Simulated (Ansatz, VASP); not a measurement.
**BaO in VASP and in Ansatz**

```
CELL_PARAMETERS angstrom
0.00000 2.74527 2.74527
2.74527 0.00000 2.74527
2.74527 2.74527 0.00000
ATOMIC_POSITIONS crystal
Ba 0.00000 0.00000 0.00000
O 0.50000 0.50000 0.50000
```

Alike in both runs: functional PBEsol; k mesh 8 × 8 × 8; occupations fermi-dirac, width 0.02 eV; no spin polarisation.

Ansatz relaxed the structure, and its values are those at the end. VASP's run is a single point on that final structure, the one shown.

```csv
,VASP,Ansatz
version,VASP 6.6.1,Ansatz 0.2.0
potentials or method,"VASP PAW PBE potentials, release 64 (Ba_sv, O), cutoff 600 eV",PAW plane waves
valence electrons in the cell,16,16
```

|  | VASP | Ansatz | Ansatz less VASP |
| --- | --- | --- | --- |
| gap on the k mesh at the Fermi level (eV) | 1.77 | 1.84 | +0.071 |
| pressure (GPa) | 1.8 | 0.0 | -1.83 |

VASP's potentials were made for PBE, not for PBEsol, and Ansatz warns of the same on its side. With one functional, cell and mesh, what is left measures potentials, basis and numerics.

Spin-orbit coupling is off throughout.
